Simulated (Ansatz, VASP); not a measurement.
**Ca: VASP beside Ansatz**

```
CELL_PARAMETERS angstrom
5.13056 0.00000 0.00000
-2.56528 4.44319 0.00000
0.00000 0.00000 5.82079
ATOMIC_POSITIONS crystal
Ca 0.22540 0.00000 0.33333
Ca 0.00000 0.22540 0.66667
Ca 0.77460 0.77460 0.00000
```

Alike in both runs: task single point; functional PBEsol; k mesh 6 × 6 × 4; occupations gaussian, width 0.1 eV; no spin polarisation.

|  | VASP | Ansatz |
| --- | --- | --- |
| version | VASP 6.6.1 | Ansatz 0.2.0 |
| potentials or method | VASP PAW PBE potentials, release 64 (Ca_sv), cutoff 520 eV | scalar-relativistic, plane waves, PAW |
| valence electrons in the cell | 30 | 30 |

```tsv
	VASP	Ansatz	Ansatz less VASP
gap on the k mesh at the Fermi level (eV)	none	none	-
pressure (GPa)	1.0	1.0	-0.02
traceless stress, the component that is largest in VASP (GPa)	2.76	2.74	-0.021
rms of the force components (eV/Å)	1.542	1.535	-0.0074
```

VASP's potentials were made for PBE, not for PBEsol. Atom by atom the forces differ by 0.007 eV/Å (rms over components). A gap of «none» marks a metal or a gap that the smearing closes. The functional is the same, so the differences come from potentials, cutoffs and numerics.
